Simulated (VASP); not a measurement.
# Li15CaNb16O48 (a cell with a defect) in VASP: single point with PBE

Aim: the single point of Li15CaNb16O48 (a cell with a defect) with PBE.

Program: VASP 6.6.1. These are calculated values, not measurements. Logs are shortened: lines on timing, memory, paths and dates and some standing lists are left out, and cuts for length are marked.

## Step 1: The cell of the first run

The cell holds a defect, 80 atoms: a = 11.101 Å, b = 11.101 Å, c = 11.101 Å, α = 55.75°, β = 55.75°, γ = 55.75°.

## Step 2: Single point, PBE

INCAR

```
PREC = Accurate
ENCUT = 520
EDIFF = 1E-6
ISMEAR = -1
SIGMA = 0.01
LREAL = Auto
LASPH = T
NELM = 80
ALGO = Normal
ISIF = 2
LWAVE = F
LCHARG = F
GGA = PE
NBANDS = 322
NELECT = 552.0
```

KPOINTS

```
Automatic mesh
0
Gamma
  1 1 1
```

POSCAR

```
Li15CaNb16O48
1.0
    5.1899002718      2.9963903190      9.3444465000
   -5.1899002718      2.9963903190      9.3444465000
    0.0000000000     -5.9927806380      9.3444465000
Li Nb O Ca
15 16 48 1
Direct
    0.3582807346      0.3645685424      0.3558633516
    0.1166833914      0.1044659663      0.1075580028
    0.3707276564      0.3567499262      0.8539042007
    0.1102078353      0.1048174361      0.6078720021
    0.3670852742      0.8557965893      0.3583038765
    0.1063524387      0.6025873436      0.1167888579
    0.3611288643      0.8561446300      0.8586520156
    0.1178167338      0.6022915048      0.6100706828
    0.8573917659      0.3647991234      0.3555217036
    0.6116036402      0.1050096982      0.1084732835
    0.8687512838      0.3583408878      0.8502840052
    0.6103827207      0.1080301337      0.6094479940
    0.8588390920      0.8592033212      0.3561094081
    0.6044626293      0.6075946918      0.1168683153
    0.8558670170      0.8596459010      0.8545730221
    0.5104420402      0.4930537991      0.5025839239
    0.2463005299      0.2474218241      0.2482934853
    0.4949822331      0.4926993374      1.0107990082
    0.2610945137      0.2522023112      0.7467794565
    0.4894792578      1.0138966804      0.4962871211
    0.2594105575      0.7548957919      0.2445649271
    0.5098972577      0.9917431054      1.0029511716
    0.2384334323      0.7491724988      0.7574124071
    1.0191919204      0.4899628330      0.5002552208
    0.7516678776      0.2490793945      0.2465024505
    0.9972450853      0.4985249987      0.9975788865
    0.7675653893      0.2404254570      0.7459830297
    0.9970829384      0.9985092713      0.4970119001
    0.7633161418      0.7576058098      0.2354925787
    1.0122024244      0.9935865503      1.0034799812
    0.7461583500      0.7477798625      0.7492325285
    0.1431980597      0.3120976287      0.4463361573
    0.3120414093      0.4465581859      0.1459095446
    0.4418549913      0.1478022761      0.3140376036
    0.1950781581      0.0665520011      0.3890115210
    0.3829410934      0.1994651520      0.0684962979
    0.0658203906      0.3911691098      0.1961289059
    0.1320849032      0.3181036507      0.9492186562
    0.3206910513      0.4426168874      0.6458687543
    0.4354415138      0.1328002233      0.8276269808
    0.1856553317      0.0784306824      0.8819098552
    0.3931164233      0.2003691847      0.5634229133
    0.0733852704      0.3965142509      0.6897195552
    0.1325300665      0.8170617643      0.4519874039
    0.3177062691      0.9437428074      0.1444668572
    0.4325510627      0.6351972517      0.3314556635
    0.1852159306      0.5782154532      0.3823378065
    0.3924432493      0.6957724839      0.0698825194
    0.0676609127      0.8943506583      0.1938593901
    0.1389227553      0.8150304195      0.9480625582
    0.3191469278      0.9468935993      0.6372339015
    0.4299179513      0.6434411222      0.8354854200
    0.1934060448      0.5658695730      0.8902686359
    0.3852057945      0.6981011108      0.5775848533
    0.0642117710      0.8904554414      0.6973727261
    0.6433740292      0.3178550561      0.4449572527
    0.8159935531      0.4481187050      0.1410244488
    0.9455140518      0.1388233148      0.3157422959
    0.6937952753      0.0744907164      0.3887722039
    0.8823473407      0.2014718368      0.0663441874
    0.5666313052      0.3935555243      0.1963656207
    0.6282991302      0.3218678795      0.9482996299
    0.8353856423      0.4226279777      0.6515987625
    0.9359343356      0.1256093112      0.8302752115
    0.6855116256      0.0730071100      0.8844653927
    0.8927500273      0.1940326401      0.5632181485
    0.5746802382      0.3910641948      0.6921816328
    0.6359311836      0.8433223898      0.4301860379
    0.8206937353      0.9440094287      0.1390814089
    0.9281682185      0.6329515000      0.3338007592
    0.6806714769      0.5847490595      0.3838296205
    0.8932811418      0.6966425998      0.0617771387
    0.5690235109      0.8953088387      0.1908670711
    0.6400309668      0.8139828765      0.9467807453
    0.8172359600      0.9458046298      0.6388426669
    0.9439215271      0.6380377215      0.8179208631
    0.6932525586      0.5681741110      0.8837513185
    0.8759459813      0.6967775229      0.5702974123
    0.5668007174      0.8881937454      0.6947022852
    0.6219150299      0.6147437486      0.6115011153
```

Potentials or basis: VASP PAW PBE potentials, release 64 (Li_sv, Nb_sv, O, Ca_sv).

The run is started by

```console
$ cat potpaw_PBE.64/Li_sv/POTCAR potpaw_PBE.64/Nb_sv/POTCAR potpaw_PBE.64/O/POTCAR potpaw_PBE.64/Ca_sv/POTCAR > POTCAR
$ mpirun -np 1 vasp_gam > vasp.out
```

OUTCAR:

```text
PREC = Accurate
   ENCUT = 520
   EDIFF = 1E-6
   ISMEAR = -1
   LREAL = Auto
   LASPH = T
   NELM = 80
   ISIF = 2
   GGA = PE
   NELECT = 552.0

 ion  position               nearest neighbor table
   1  0.358  0.365  0.356-  61 2.04  42 2.06  47 2.10  33 2.23  34 2.26
   2  0.117  0.104  0.108-  45 2.01  38 2.04  58 2.08  49 2.23
   3  0.371  0.357  0.854-  67 2.03  36 2.04  53 2.11  39 2.22
   4  0.110  0.105  0.608-  51 2.05  32 2.05  64 2.16  55 2.25  35 2.26  66 2.27
   5  0.367  0.856  0.358-  73 2.04  35 2.09  54 2.09  45 2.27  46 2.28
   6  0.106  0.603  0.117-  33 2.02  50 2.10  70 2.15  37 2.21  72 2.28
   7  0.361  0.856  0.859-  79 2.04  48 2.08  52 2.16  41 2.17
   8  0.118  0.602  0.610-  39 2.02  44 2.05  76 2.09  43 2.18
   9  0.857  0.365  0.356-  37 2.03  66 2.08  71 2.16  57 2.24  56 2.25
  10  0.612  0.105  0.108-  69 2.06  62 2.07  34 2.09  73 2.20
  11  0.869  0.358  0.850-  43 2.05  60 2.05  63 2.09  77 2.10
  12  0.610  0.108  0.609-  75 2.04  56 2.08  40 2.14  59 2.25  42 2.27
  13  0.859  0.859  0.356-  78 2.06  49 2.07  59 2.12  68 2.21  69 2.24
  14  0.604  0.608  0.117-  57 2.05  74 2.07  46 2.11  61 2.22  48 2.23
  15  0.856  0.860  0.855-  55 2.05  72 2.07  65 2.11  75 2.22  74 2.25  76 2.27
  16  0.510  0.493  0.503-  56 1.86  46 1.95  39 1.96  71 2.05  67 2.08  54 2.25
  17  0.246  0.247  0.248-  36 1.86  35 1.88  37 1.89  34 2.15  32 2.16  33 2.18
[... 49 lines left out ...]
  67  0.575  0.391  0.692-  27 2.01   3 2.03  16 2.08  80 2.38
  68  0.636  0.843  0.430-  20 1.88  80 2.20  13 2.21  29 2.22
  69  0.821  0.944  0.139-  30 1.97  29 2.01  10 2.06  13 2.24
  70  0.928  0.633  0.334-  24 1.99  29 2.04   6 2.15
  71  0.681  0.585  0.384-  29 1.99  16 2.05   9 2.16  80 2.40
  72  0.893  0.697  0.062-  29 1.87  15 2.07  26 2.16   6 2.28
  73  0.569  0.895  0.191-  29 1.97  22 2.04   5 2.04  10 2.20
  74  0.640  0.814  0.947-  22 1.88  14 2.07  31 2.16  15 2.25
  75  0.817  0.946  0.639-  28 1.88  12 2.04  31 2.19  15 2.22
  76  0.944  0.638  0.818-  26 1.88   8 2.09  31 2.17  15 2.27
  77  0.693  0.568  0.884-  31 1.88  11 2.10  18 2.19
  78  0.876  0.697  0.570-  31 1.86  13 2.06  24 2.22
  79  0.567  0.888  0.695-  31 1.89   7 2.04  20 2.20
  80  0.622  0.615  0.612-  63 2.19  68 2.20  52 2.23  67 2.38  71 2.40  54 2.43

  LATTYP: Found a trigonal (rhomboedric) cell.
 ALAT       =    11.1009954584
 COS(alpha) =     0.5628563533

  Lattice vectors:

 A1 = (   5.1899002718,   2.9963903190,   9.3444465000)
 A2 = (  -5.1899002718,   2.9963903190,   9.3444465000)
 A3 = (   0.0000000000,  -5.9927806380,   9.3444465000)

Analysis of symmetry for initial positions (statically):
=====================================================================
 Subroutine PRICEL returns:
 Original cell was already a primitive cell.

 Routine SETGRP: Setting up the symmetry group for a
 trigonal (rhombohedral) supercell.

 Subroutine GETGRP returns: Found  1 space group operations
 (whereof  1 operations were pure point group operations)
 out of a pool of 12 trial point group operations.

The static configuration has the point symmetry C_1 .

Analysis of symmetry for dynamics (positions and initial velocities):
=====================================================================
 Subroutine PRICEL returns:
 Original cell was already a primitive cell.

 Routine SETGRP: Setting up the symmetry group for a
 trigonal (rhombohedral) supercell.

 Subroutine GETGRP returns: Found  1 space group operations
 (whereof  1 operations were pure point group operations)
 out of a pool of 12 trial point group operations.

The dynamic configuration has the point symmetry C_1 .

 Subroutine INISYM returns: Found  1 space group operations
 (whereof  1 operations are pure point group operations),
[... 195 lines left out ...]

  Length of vectors
     0.116824313  0.116824313  0.116824313

  Shift w.r.t. Gamma in fractional coordinates (k-lattice)
     0.000000000  0.000000000  0.000000000

 Subroutine IBZKPT returns following result:
 ===========================================

 Found      1 irreducible k-points:

 Following reciprocal coordinates:
            Coordinates               Weight
  0.000000  0.000000  0.000000      1.000000
   k-points           NKPTS =      1   k-points in BZ     NKDIM =      1   number of bands    NBANDS=    322
   number of dos      NEDOS =    301   number of ions     NIONS =     80
   total plane-waves  NPLWV = 592704
   dimension x,y,z NGX =    84 NGY =   84 NGZ =   84
   dimension x,y,z NGXF=   168 NGYF=  168 NGZF=  168
   ions per type =              15  16  48   1
   NGX,Y,Z   is equivalent  to a cutoff of  12.58, 12.58, 12.58 a.u.
   NGXF,Y,Z  is equivalent  to a cutoff of  25.16, 25.16, 25.16 a.u.
 SYSTEM =  unknown system
   PREC   = accura    normal or accurate (medium, high low for compatibility)
   ISTART =      0    job   : 0-new  1-cont  2-samecut
   ICHARG =      2    charge: 1-file 2-atom 10-const
   ISPIN  =      1    spin polarized calculation?
   LNONCOLLINEAR =      F non collinear calculations
   LSORBIT =      F    spin-orbit coupling
   LASPH  =      T    aspherical Exc in radial PAW
   ENCUT  =  520.0 eV  38.22 Ry    6.18 a.u.  20.64 20.64 20.64*2*pi/ulx,y,z
   NELM   =     80;   NELMIN=  2; NELMDL= -5     # of ELM steps
   EDIFF  = 0.1E-05   stopping-criterion for ELM
   LREAL  =      T    real-space projection
   EDIFFG = 0.1E-04   stopping-criterion for IOM
   NSW    =      0    number of steps for IOM
   IBRION =     -1    ionic relax: 0-MD 1-quasi-New 2-CG
   NFREE  =      0    steps in history (QN), initial steepest desc. (CG)
   ISIF   =      2    stress and relaxation
   ISYM   =      2    0-nonsym 1-usesym 2-fastsym
   POTIM  = 0.5000    time-step for ionic-motion
   TEBEG  =    0.0;   TEEND  =   0.0 temperature during run
   PSTRESS=    0.0 pullay stress
   NELECT =     552.0000    total number of electrons
   NUPDOWN=      -1.0000    fix difference up-down
   EMIN   =  10.00;   EMAX   =-10.00  energy-range for DOS
   EFERMI =   0.00;   METHOD = LEGACY
   ISMEAR =    -1;   SIGMA  =   0.01  broadening in eV -4-tet -1-fermi 0-gaus
   EFERMI_NEDOS =   21; number of points for ismear=-14 and -15
   IALGO  =     38    algorithm
   IMIX   =      4    mixing-type and parameters
     AMIX     =   0.40;   BMIX     =  1.00
     AMIX_MAG =   1.60;   BMIX_MAG =  1.00
  volume/ion in A,a.u.               =      10.90        73.55
  Fermi-wavevector in a.u.,A,eV,Ry     =   1.405725  2.656436 26.885976  1.976063
  Thomas-Fermi vector in A             =   2.528157
   LORBIT       =      0    0 simple, 1 ext, 2 COOP (PROOUT), +10 PAW based schemes
   GGA     = PE    functional components
   LHFCALC =     F    Hartree Fock is set to
   AEXX    =    0.0000 exact exchange contribution
   IVDW    =     0    specifies the selected vdW correction
   LEPSILON=     F    determine dielectric tensor
   LRPA    =     F    only Hartree local field effects (RPA)
 non-spin polarized calculation
  energy-cutoff  :      520.00
  volume of cell :      871.89
 maximum number of plane-waves:     11751
 NGX is ok and might be reduce to    84
   NGX = 41   NGY = 41   NGZ = 41

 number of electron     552.0000003 magnetization

 Free energy of the ion-electron system (eV)
  ---------------------------------------------------
  ext. energy  EPLUGINS =         0.00000000
  ---------------------------------------------------
  free energy    TOTEN  =      -633.92961444 eV

  energy without entropy =     -633.92961444  energy(sigma->0) =     -633.92961444

 E-fermi :   6.7989     XC(G=0): -10.7503

 val. band max:        6.5567619190   @ k =   0.0000   0.0000   0.0000
 cond. band min:       7.0346398568   @ k =   0.0000   0.0000   0.0000
 fundamental gap:      0.4778779378
 Fermi energy:         6.7989156373

 k-point     1 :       0.0000    0.0000    0.0000
  band No.  band energies     occupation
      1     -50.8517      2.00000
      2     -50.8346      2.00000
      3     -50.8280      2.00000
      4     -50.8254      2.00000
      5     -50.8027      2.00000
      6     -50.8002      2.00000
[... 280 lines left out ...]
    287       7.5407      0.00000
    288       7.5603      0.00000
 [bands above 288 left out]

------------------------ aborting loop because EDIFF is reached ----------------------------------------

  FORCE on cell =-STRESS in cart. coord.  units (eV):
  Direction    XX          YY          ZZ          XY          YZ          ZX
  --------------------------------------------------------------------------------------
  -------------------------------------------------------------------------------------
  Total       23.1933068     19.2821080     16.5561364      4.2296848     -0.9656333     -4.3465825
  in kB       42.6197625     35.4325871     30.4233721      7.7724217     -1.7744370     -7.9872316
  external PRESSURE =      36.1585739 kB  Pullay stress =       0.0000000 kB

 VOLUME and BASIS-vectors are now :
 -----------------------------------------------------------------------------
  energy-cutoff  :      520.00
  volume of cell :      871.89
      direct lattice vectors                 reciprocal lattice vectors
     5.189900272  2.996390319  9.344446500     0.096340965  0.055622482  0.035671811
    -5.189900272  2.996390319  9.344446500    -0.096340965  0.055622482  0.035671811
     0.000000000 -5.992780638  9.344446500     0.000000000 -0.111244964  0.035671811

 POSITION                                       TOTAL-FORCE (eV/Angst)
 -----------------------------------------------------------------------------------
     -0.03263      0.03333     10.07997        -0.003083     -0.000090     -0.002251
      0.06341      0.01808      3.07159        -0.002428     -0.000884     -0.004283
      0.07254     -2.93745     14.77714        -0.004196      0.000676     -0.007063
      0.02798     -2.99854      7.68952        -0.003188     -0.000788     -0.002186
     -2.53636      1.51699     14.77531        -0.000028     -0.001355     -0.005651
     -2.57541      1.42437      7.71598        -0.006548      0.000664     -0.001881
[... 72 lines left out ...]
     -1.66800      0.19653     20.08773         0.005187      0.004992     -0.001313
      0.03722      0.04092     17.27003        -0.011184      0.002098      0.015963
 -----------------------------------------------------------------------------------
    total drift:                               -0.017533     -0.001180      0.014503

  FREE ENERGIE OF THE ION-ELECTRON SYSTEM (eV)
  ---------------------------------------------------
  free  energy   TOTEN  =      -633.9296144415 eV

  energy  without entropy=     -633.9296144415  energy(sigma->0) =     -633.92961444
```

Run time: 13 min. Hardware: 1 thread of Intel Xeon Platinum 8375C at 2.90GHz (Ice Lake), shared host; peak memory 1.2 GiB.

What came out:

```
Free energy   : -633.9296 eV
Largest force : 0.065 eV/Å
```

Forces in eV/Å, atoms in the order of the input:
```
Li  -0.003  0.000 -0.002
Li  -0.002 -0.001 -0.004
Li  -0.004  0.001 -0.007
Li  -0.003 -0.001 -0.002
Li   0.000 -0.001 -0.006
Li  -0.007  0.001 -0.002
Li  -0.002 -0.004 -0.010
Li   0.001  0.001 -0.005
Li  -0.006  0.001 -0.006
Li   0.000  0.002 -0.003
Li  -0.003  0.001  0.000
Li  -0.004  0.000 -0.003
Li  -0.002 -0.001 -0.003
Li   0.002  0.001 -0.007
Li  -0.001  0.000 -0.003
Nb  -0.028 -0.007  0.008
Nb  -0.006 -0.001  0.039
Nb  -0.015  0.013  0.036
Nb   0.007 -0.011  0.002
Nb   0.010  0.014  0.039
Nb  -0.006 -0.022  0.016
Nb  -0.012  0.012  0.027
Nb  -0.003 -0.006  0.041
Nb  -0.005  0.007  0.021
Nb  -0.020 -0.002  0.034
Nb   0.002  0.014  0.040
Nb   0.002 -0.008  0.029
Nb  -0.001  0.009  0.043
Nb  -0.005 -0.005  0.013
Nb  -0.016  0.007  0.011
Nb  -0.004  0.014  0.036
O   -0.012  0.012 -0.006
O    0.011 -0.008 -0.014
O   -0.013 -0.005 -0.017
O   -0.010 -0.005 -0.010
O    0.012 -0.007 -0.013
O    0.010  0.008 -0.006
O    0.006  0.014 -0.013
O    0.018  0.011  0.003
O    0.001 -0.011 -0.002
O   -0.015  0.005  0.005
O    0.000 -0.016  0.001
O    0.007  0.017 -0.007
O    0.001  0.014 -0.016
O    0.017  0.000 -0.004
O   -0.004 -0.007 -0.007
O   -0.015 -0.005 -0.003
O    0.008 -0.007 -0.006
O    0.014  0.011  0.000
O   -0.006  0.013 -0.009
O    0.006 -0.016 -0.018
O   -0.015 -0.045  0.010
O   -0.008 -0.010 -0.014
O   -0.001 -0.005 -0.028
O    0.000  0.011 -0.015
O    0.005  0.015 -0.010
O    0.012 -0.015 -0.017
O   -0.003 -0.007 -0.010
O   -0.006 -0.005 -0.009
O    0.017 -0.007 -0.014
O    0.014  0.011 -0.005
O    0.010  0.014 -0.017
O    0.064 -0.002  0.010
O    0.002 -0.009 -0.010
O   -0.012 -0.004 -0.007
O    0.007 -0.015 -0.008
O    0.022 -0.002 -0.020
O   -0.023  0.047  0.006
O    0.016  0.000 -0.006
O   -0.001 -0.007  0.001
O   -0.004  0.013 -0.017
O    0.001 -0.013 -0.008
O    0.010  0.012 -0.001
O   -0.006  0.009 -0.005
O    0.008 -0.012 -0.017
O   -0.009 -0.007 -0.012
O   -0.006 -0.015 -0.007
O    0.012 -0.006 -0.013
O    0.005  0.005 -0.001
Ca  -0.011  0.002  0.016
```

Caveat: the k points lie up to 0.73 Å⁻¹ apart; the cell carries a net charge on a neutralising background, which shifts energy and pressure; the cell is charged against a uniform background, so pressure and absolute levels hang on convention; the cutoff is under 1.25 times the usual one of these potentials, so pressure, stress and relaxed cells hold a basis-set (Pulay) error.
